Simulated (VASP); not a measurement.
# MgO (Fm-3m) in VASP: single point with r2SCAN

Aim: the single point of MgO with r2SCAN.

Program: VASP 6.6.1. These are calculated values, not measurements. Logs are shortened: lines on timing, memory, paths and dates and some standing lists are left out, and cuts for length are marked.

**1. The cell of the first run**

The structure is cubic, space group Fm-3m (No. 225). Conventional cell: a = 4.227 Å, b = 4.227 Å, c = 4.227 Å, α = 90.00°, β = 90.00°, γ = 90.00°. Within 2.8 Å of Mg (site symmetry m-3m) lie 6 O at 2.11 Å. Within 2.8 Å of O (site symmetry m-3m) lie 6 Mg at 2.11 Å.

**2. Single point, r2SCAN**

The input, POSCAR:

```
MgO
1.0
    0.0000000000      2.1135000000      2.1135000000
    2.1135000000      0.0000000000      2.1135000000
    2.1135000000      2.1135000000      0.0000000000
Mg O
1 1
Direct
    0.0000000000      0.0000000000      0.0000000000
    0.5000000000      0.5000000000      0.5000000000
```

The input, INCAR.step1:

```
SYSTEM = MgO
PREC = Accurate
ENCUT = 920
ISMEAR = 0
SIGMA = 0.15
LREAL = .FALSE.
LASPH = .TRUE.
NELM = 120
NBANDS = 15
GGA = PE
ALGO = Normal
EDIFF = 1E-5
LWAVE = .TRUE.
LCHARG = .FALSE.
GGA_COMPAT = .FALSE.
```

The input, INCAR.step2:

```
SYSTEM = MgO
PREC = Accurate
ENCUT = 920
EDIFF = 1E-6
ISMEAR = 0
SIGMA = 0.15
LREAL = .FALSE.
LASPH = .TRUE.
NELM = 120
ALGO = Normal
ISIF = 2
LWAVE = .FALSE.
LCHARG = .TRUE.
METAGGA = R2SCAN
LMIXTAU = .TRUE.
LELF = .TRUE.
LVHAR = .TRUE.
NBANDS = 15
ISTART = 1
GGA_COMPAT = .FALSE.
```

The input, KPOINTS:

```
regular mesh
0
G
  9 9 9
  0 0 0
```

Potentials or basis: VASP PAW PBE potentials, release 64 (Mg_sv, O).

On the command line:

```bash
$ cat potpaw_PBE.64/Mg_sv/POTCAR potpaw_PBE.64/O/POTCAR > POTCAR
$ cp INCAR.step1 INCAR
$ mpirun -np 1 vasp_std > vasp.out
$ cp INCAR.step2 INCAR
$ mpirun -np 1 vasp_std > vasp.out
```

OUTCAR:

```text
SYSTEM = MgO
   PREC = Accurate
   ENCUT = 920
   EDIFF = 1E-6
   ISMEAR = 0
   LREAL = .FALSE.
   LASPH = .TRUE.
   NELM = 120
   ISIF = 2
   METAGGA = R2SCAN
   ISTART = 1

 ion  position               nearest neighbor table
   1  0.000  0.000  0.000-   2 2.11   2 2.11   2 2.11   2 2.11   2 2.11   2 2.11
   2  0.500  0.500  0.500-   1 2.11   1 2.11   1 2.11   1 2.11   1 2.11   1 2.11

  LATTYP: Found a face centered cubic cell.
 ALAT       =     4.2270000000

  Lattice vectors:

 A1 = (   0.0000000000,   2.1135000000,   2.1135000000)
 A2 = (   2.1135000000,   0.0000000000,   2.1135000000)
 A3 = (   2.1135000000,   2.1135000000,   0.0000000000)

Analysis of symmetry for initial positions (statically):
=====================================================================
 Subroutine PRICEL returns:
 Original cell was already a primitive cell.

 Routine SETGRP: Setting up the symmetry group for a
 face centered cubic supercell.

 Subroutine GETGRP returns: Found 48 space group operations
 (whereof 48 operations were pure point group operations)
 out of a pool of 48 trial point group operations.

The static configuration has the point symmetry O_h .

Analysis of symmetry for dynamics (positions and initial velocities):
=====================================================================
 Subroutine PRICEL returns:
 Original cell was already a primitive cell.

 Routine SETGRP: Setting up the symmetry group for a
 face centered cubic supercell.

 Subroutine GETGRP returns: Found 48 space group operations
 (whereof 48 operations were pure point group operations)
 out of a pool of 48 trial point group operations.

The dynamic configuration has the point symmetry O_h .

 Subroutine INISYM returns: Found 48 space group operations
 (whereof 48 operations are pure point group operations),
 and found     1 'primitive' translations

----------------------------------------------------------------------------------------

                                     Primitive cell

  volume of cell :      18.8815

  direct lattice vectors                    reciprocal lattice vectors
     0.000000000  2.113500000  2.113500000    -0.236574403  0.236574403  0.236574403
     2.113500000  0.000000000  2.113500000     0.236574403 -0.236574403  0.236574403
     2.113500000  2.113500000  0.000000000     0.236574403  0.236574403 -0.236574403

  length of vectors
     2.988940364  2.988940364  2.988940364     0.409758885  0.409758885  0.409758885

  position of ions in fractional coordinates (direct lattice)
     0.000000000  0.000000000  0.000000000
     0.500000000  0.500000000  0.500000000

  ion indices of the primitive-cell ions
   primitive index   ion index
                 1           1
                 2           2

----------------------------------------------------------------------------------------

 KPOINTS: regular mesh

Automatic generation of k-mesh.
 Grid dimensions read from file:
 generate k-points for:    9    9    9

 Generating k-lattice:

  Cartesian coordinates                     Fractional coordinates (reciprocal lattice)
    -0.026286045  0.026286045  0.026286045     0.111111111  0.000000000  0.000000000
     0.026286045 -0.026286045  0.026286045     0.000000000  0.111111111  0.000000000
     0.026286045  0.026286045 -0.026286045     0.000000000  0.000000000  0.111111111

  Length of vectors
     0.045528765  0.045528765  0.045528765

  Shift w.r.t. Gamma in fractional coordinates (k-lattice)
     0.000000000  0.000000000  0.000000000

 Subroutine IBZKPT returns following result:
 ===========================================

 Found     35 irreducible k-points:

 Following reciprocal coordinates:
            Coordinates               Weight
  0.000000  0.000000  0.000000      1.000000
  0.111111  0.000000  0.000000      8.000000
  0.222222  0.000000  0.000000      8.000000
  0.333333  0.000000  0.000000      8.000000
  0.444444  0.000000  0.000000      8.000000
  0.111111  0.111111  0.000000      6.000000
[... 16 lines left out ...]
 -0.333333  0.333333  0.000000     12.000000
  0.444444  0.444444  0.000000      6.000000
 [... further k-points ...]
   k-points           NKPTS =     35   k-points in BZ     NKDIM =     35   number of bands    NBANDS=     15
   number of dos      NEDOS =    301   number of ions     NIONS =      2
   total plane-waves  NPLWV =  27000
   dimension x,y,z NGX =    30 NGY =   30 NGZ =   30
   dimension x,y,z NGXF=    60 NGYF=   60 NGZF=   60
   ions per type =               1   1
   NGX,Y,Z   is equivalent  to a cutoff of  16.69, 16.69, 16.69 a.u.
   NGXF,Y,Z  is equivalent  to a cutoff of  33.37, 33.37, 33.37 a.u.
 SYSTEM =  MgO
   PREC   = accura    normal or accurate (medium, high low for compatibility)
   ISTART =      1    job   : 0-new  1-cont  2-samecut
   ICHARG =      0    charge: 1-file 2-atom 10-const
   ISPIN  =      1    spin polarized calculation?
   LNONCOLLINEAR =      F non collinear calculations
   LSORBIT =      F    spin-orbit coupling
   LASPH  =      T    aspherical Exc in radial PAW
   ENCUT  =  920.0 eV  67.62 Ry    8.22 a.u.   7.39  7.39  7.39*2*pi/ulx,y,z
   NELM   =    120;   NELMIN=  2; NELMDL=  0     # of ELM steps
   EDIFF  = 0.1E-05   stopping-criterion for ELM
   LREAL  =      F    real-space projection
   EDIFFG = 0.1E-04   stopping-criterion for IOM
   NSW    =      0    number of steps for IOM
   IBRION =     -1    ionic relax: 0-MD 1-quasi-New 2-CG
   NFREE  =      0    steps in history (QN), initial steepest desc. (CG)
   ISIF   =      2    stress and relaxation
   ISYM   =      2    0-nonsym 1-usesym 2-fastsym
   POTIM  = 0.5000    time-step for ionic-motion
   TEBEG  =    0.0;   TEEND  =   0.0 temperature during run
   PSTRESS=    0.0 pullay stress
   NELECT =      16.0000    total number of electrons
   NUPDOWN=      -1.0000    fix difference up-down
   EMIN   =  10.00;   EMAX   =-10.00  energy-range for DOS
   EFERMI =   0.00;   METHOD = LEGACY
   ISMEAR =     0;   SIGMA  =   0.15  broadening in eV -4-tet -1-fermi 0-gaus
   EFERMI_NEDOS =   21; number of points for ismear=-14 and -15
   IALGO  =     38    algorithm
   IMIX   =      4    mixing-type and parameters
     AMIX     =   0.40;   BMIX     =  1.00
     AMIX_MAG =   1.60;   BMIX_MAG =  1.00
  volume/ion in A,a.u.               =       9.44        63.71
  Fermi-wavevector in a.u.,A,eV,Ry     =   1.549182  2.927530 32.653524  2.399966
  Thomas-Fermi vector in A             =   2.654026
   LORBIT       =      0    0 simple, 1 ext, 2 COOP (PROOUT), +10 PAW based schemes
   METAGGA = R2SCAN    functional components
   LHFCALC =     F    Hartree Fock is set to
   AEXX    =    0.0000 exact exchange contribution
   IVDW    =     0    specifies the selected vdW correction
   LEPSILON=     F    determine dielectric tensor
   LRPA    =     F    only Hartree local field effects (RPA)
 non-spin polarized calculation
 Gauss-broadening in eV      SIGMA  =   0.15
  energy-cutoff  :      920.00
  volume of cell :       18.88
 maximum number of plane-waves:      1243
 NGX is ok and might be reduce to    30
   NGX = 15   NGY = 15   NGZ = 15

 number of electron      15.9999996 magnetization

 Free energy of the ion-electron system (eV)
  ---------------------------------------------------
  ext. energy  EPLUGINS =         0.00000000
  ---------------------------------------------------
  free energy    TOTEN  =       -16.15361547 eV

  energy without entropy =      -16.15361547  energy(sigma->0) =      -16.15361547

 E-fermi :   3.2304     XC(G=0): -11.9824

 val. band max:        2.4316971865   @ k =   0.0000   0.0000   0.0000
 cond. band min:       7.9708475588   @ k =   0.0000   0.0000   0.0000
 fundamental gap:      5.5391503723
 Fermi energy:         3.2304360985

 k-point     1 :       0.0000    0.0000    0.0000
  band No.  band energies     occupation
      1     -72.5802      2.00000
      2     -37.6674      2.00000
      3     -37.6674      2.00000
      4     -37.6674      2.00000
      5     -15.7022      2.00000
      6       2.4317      2.00000
      7       2.4317      2.00000
      8       2.4317      2.00000
      9       7.9708      0.00000
     10      19.2307      0.00000
     11      19.2307      0.00000
     12      19.2307      0.00000
     13      23.3052      0.00000
     14      25.1281      0.00000
     15      25.1281      0.00000

 k-point     2 :       0.1111    0.0000    0.0000
  band No.  band energies     occupation
      1     -72.5791      2.00000
      2     -37.6770      2.00000
      3     -37.6683      2.00000
      4     -37.6683      2.00000
      5     -15.5736      2.00000
      6       1.6825      2.00000
      7       2.3482      2.00000
      8       2.3482      2.00000
      9       8.7070      0.00000
     10      17.7917      0.00000
     11      19.5342      0.00000
     12      19.5342      0.00000
     13      24.3141      0.00000
     14      24.3141      0.00000
     15      25.2549      0.00000

 k-point     3 :       0.2222    0.0000    0.0000
  band No.  band energies     occupation
      1     -72.5767      2.00000
      2     -37.7013      2.00000
      3     -37.6706      2.00000
      4     -37.6706      2.00000
      5     -15.2306      2.00000
      6       0.2020      2.00000
      7       2.1446      2.00000
      8       2.1446      2.00000
      9      10.0557      0.00000
     10      16.2379      0.00000
     11      20.0784      0.00000
     12      20.0784      0.00000
     13      23.7134      0.00000
     14      23.7134      0.00000
     15      26.0226      0.00000
[... 343 lines left out ...]
 k-point    23 :      -0.3333    0.3333    0.0000
  band No.  band energies     occupation
      1     -72.5704      2.00000
      2     -37.7201      2.00000
      3     -37.7153      2.00000
      4     -37.6834      2.00000
      5     -14.2552      2.00000
      6      -0.7400      2.00000
      7      -0.5878      2.00000
      8       1.4256      2.00000
      9      13.6642      0.00000
     10      15.6623      0.00000
     11      16.0884      0.00000
     12      21.4304      0.00000
     13      22.3957      0.00000
     14      26.8181      0.00000
     15      31.5081      0.00000

 k-point    24 :       0.4444    0.4444    0.0000
  band No.  band energies     occupation
      1     -72.5700      2.00000
      2     -37.7331      2.00000
      3     -37.6933      2.00000
      4     -37.6933      2.00000
      5     -14.2894      2.00000
      6      -1.5278      2.00000
      7       1.1156      2.00000
      8       1.1156      2.00000
      9      12.5629      0.00000
     10      13.4317      0.00000
     11      16.6439      0.00000
     12      22.6203      0.00000
     13      22.6203      0.00000
     14      29.2103      0.00000
     15      30.2832      0.00000

 [... further k-points ...]

------------------------ aborting loop because EDIFF is reached ----------------------------------------

  FORCE on cell =-STRESS in cart. coord.  units (eV):
  Direction    XX          YY          ZZ          XY          YZ          ZX
  --------------------------------------------------------------------------------------
  -------------------------------------------------------------------------------------
  Total       -0.2472314     -0.2472314     -0.2472314      0.0000000      0.0000000     -0.0000000
  in kB      -20.9786438    -20.9786438    -20.9786438      0.0000000      0.0000000     -0.0000000
  external PRESSURE =     -20.9786438 kB  Pullay stress =       0.0000000 kB

 VOLUME and BASIS-vectors are now :
 -----------------------------------------------------------------------------
  energy-cutoff  :      920.00
  volume of cell :       18.88
      direct lattice vectors                 reciprocal lattice vectors
     0.000000000  2.113500000  2.113500000    -0.236574403  0.236574403  0.236574403
     2.113500000  0.000000000  2.113500000     0.236574403 -0.236574403  0.236574403
     2.113500000  2.113500000  0.000000000     0.236574403  0.236574403 -0.236574403

 POSITION                                       TOTAL-FORCE (eV/Angst)
 -----------------------------------------------------------------------------------
      0.00000      0.00000      0.00000         0.000000      0.000000      0.000000
      2.11350      2.11350      2.11350        -0.000000     -0.000000     -0.000000
 -----------------------------------------------------------------------------------
    total drift:                                0.000000      0.000000      0.000000

  FREE ENERGIE OF THE ION-ELECTRON SYSTEM (eV)
  ---------------------------------------------------
  free  energy   TOTEN  =       -16.1536154703 eV

  energy  without entropy=      -16.1536154703  energy(sigma->0) =      -16.15361547
```

It took 81 s on 1 thread of AMD EPYC 7R13 (Zen 3), shared host; peak memory 0.15 GiB.

Results:

| Quantity | Value |
| --- | --- |
| Free energy | -16.1536 eV |
| Pressure | -2.1 GPa |
| Band gap on the k mesh | 5.54 eV |

Caveat: the PAW data sets were made with another functional, which shifts forces and pressure a little. r2SCAN opens gaps a little over a GGA but as a rule still falls short of measured ones.
